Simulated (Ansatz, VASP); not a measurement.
**S in VASP and in Ansatz**

```
S
1.0
     3.26901    0.00000    0.00000
    -1.63450    2.83104    0.00000
     0.00000    0.00000    3.58987
S
2
Cartesian
  0.0000 1.8874 0.8975
  1.6345 0.9437 2.6924
```

Alike in both runs: task relaxation of cell and atoms; functional r2SCAN; k mesh 6 × 6 × 6; occupations gaussian, width 0.1 eV; no spin polarisation.

|  | VASP | Ansatz |
| --- | --- | --- |
| version | VASP 6.6.1 | Ansatz 0.2.0 |
| potentials or method | VASP PAW PBE potentials, release 64 (S), cutoff 600 eV | scalar-relativistic, plane waves, PAW |
| valence electrons in the cell | 12 | 12 |

|  | VASP | Ansatz | Ansatz less VASP |
| --- | --- | --- | --- |
| gap on the k mesh at the Fermi level, each at its own relaxed structure (eV) | none | none | - |
| relaxed volume (Å³/atom) | 16.99 | 17.00 | +0.018 |
| relaxed cell length with the largest relative difference (Å) | 3.520 | 3.529 | +0.0097 |

VASP's potentials were made for PBE, not for r2SCAN. A gap of «none» marks a metal or a gap that the smearing closes.

The k mesh is coarse, so the values compare programs but aren't converged.
